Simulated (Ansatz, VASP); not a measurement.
One calculation of Sn, two programs

```xyz
2
Lattice="-2.7049 2.7049 1.5993 2.7049 -2.7049 1.5993 2.7049 2.7049 -1.5993" Properties=species:S:1:pos:R:3 pbc="T T T"
Sn    0.0000    2.7049    0.7997
Sn    0.0000    0.0000    0.0000
```

Change from the starting cell: strain -0.080 along x and y, +0.000 along z, atoms carried along.

Alike in both runs: task single point; functional PBEsol; k mesh 16 × 16 × 16; occupations gaussian, width 0.15 eV; no spin polarisation.

|  | VASP | Ansatz |
| --- | --- | --- |
| version | VASP 6.6.1 | Ansatz 0.2.0 |
| potentials or method | VASP PAW PBE potentials, release 64 (Sn_d), cutoff 520 eV | scalar-relativistic, plane waves, PAW |
| valence electrons in the cell | 28 | 28 |

Ansatz gave:

```
gap on the k mesh at the Fermi level (eV)                     : none
pressure (GPa)                                                : 11.7
traceless stress, the component that is largest in VASP (GPa) : -5.83
```

**Question.** Which values does VASP return?

**Answer.** gap on the k mesh at the Fermi level (eV): none; pressure (GPa): 11.7; traceless stress, the component that is largest in VASP (GPa): -5.82.

VASP's potentials were made for PBE, not for PBEsol. A gap of «none» marks a metal or a gap that the smearing closes.
